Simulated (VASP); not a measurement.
A run of VASP 6.6.1:

File INCAR:

```
SYSTEM = Pt
PREC = Accurate
ENCUT = 520
EDIFF = 1E-6
ISMEAR = -1
SIGMA = 0.05
LREAL = .FALSE.
LASPH = .TRUE.
NELM = 60
ALGO = Normal
ISIF = 2
LWAVE = .FALSE.
LCHARG = .FALSE.
GGA = CA
NBANDS = 11
```

KPOINTS

```
Automatic mesh
0
G
  12 12 12
  0 0 0
```

File POSCAR:

```
Pt
1.0
    0.0000000000      1.9477392008      1.9477392008
    1.9477392008      0.0000000000      1.9477392008
    1.9477392008      1.9477392008      0.0000000000
Pt
1
Direct
    0.0000000000      0.0000000000      0.0000000000
```

Potentials or basis: VASP PAW LDA potentials, release 64 (Pt).

The run is started by

```console
$ cat potpaw_LDA.64/Pt/POTCAR > POTCAR
$ mpirun -np 1 vasp_std > vasp.out
```

Hardware: 1 thread of Intel(R) Xeon(R) Platinum 8259CL CPU @ 2.50GHz (Skylake/Cascade Lake), with other jobs on the host.

How long does it take, and how much memory?

Run time: 6.8 s on 1 thread of Intel(R) Xeon(R) Platinum 8259CL CPU @ 2.50GHz (Skylake/Cascade Lake) (shared host), peak memory 0.12 GiB. Counts: scf iterations 11, k points 72.
